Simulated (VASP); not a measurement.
A run of VASP 6.6.1:

POSCAR

```
N
1.0
    5.8073305146      0.0000000000      0.0000000000
    0.0000000000      5.8073305146      0.0000000000
    0.0000000000      0.0000000000      5.8073305146
N
8
Direct
    0.0547537856      0.0547537856      0.0547537856
    0.4452462144      0.9452462144      0.5547537856
    0.5547537856      0.4452462144      0.9452462144
    0.9452462144      0.5547537856      0.4452462144
    0.9460897569      0.9460897569      0.9460897569
    0.5539102431      0.0539102431      0.4460897569
    0.4460897569      0.5539102431      0.0539102431
    0.0539102431      0.4460897569      0.5539102431
```

INCAR.step1

```
PREC = Accurate
ENCUT = 520
ISMEAR = 0
SIGMA = 0.1
LREAL = F
LASPH = T
NELM = 100
NBANDS = 30
GGA = PE
ALGO = Normal
EDIFF = 1E-4
LWAVE = T
LCHARG = F
```

File INCAR.step2:

```
PREC = Accurate
ENCUT = 520
EDIFF = 1E-6
ISMEAR = 0
SIGMA = 0.1
LREAL = F
LASPH = T
NELM = 100
ALGO = Normal
ISIF = 2
LWAVE = F
LCHARG = T
METAGGA = R2SCAN
LMIXTAU = T
LELF = T
LVHAR = T
NBANDS = 30
ISTART = 1
```

The input KPOINTS:

```
regular mesh
0
Gamma
  4 4 4
```

Potentials or basis: VASP PAW PBE potentials, release 64 (N).

Run with:

```console
$ cat potpaw_PBE.64/N/POTCAR > POTCAR
$ cp INCAR.step1 INCAR
$ mpirun -np 1 vasp_std > vasp.out
$ cp INCAR.step2 INCAR
$ mpirun -np 1 vasp_std > vasp.out
```

Hardware: 1 thread of AMD EPYC 7R13 Processor (Zen 3), with other jobs on the host.

How long does it take, and how much memory?

It took 3.4 min on 1 thread of AMD EPYC 7R13 Processor (Zen 3) (shared host), peak memory 0.32 GiB. Counts: k points 11.
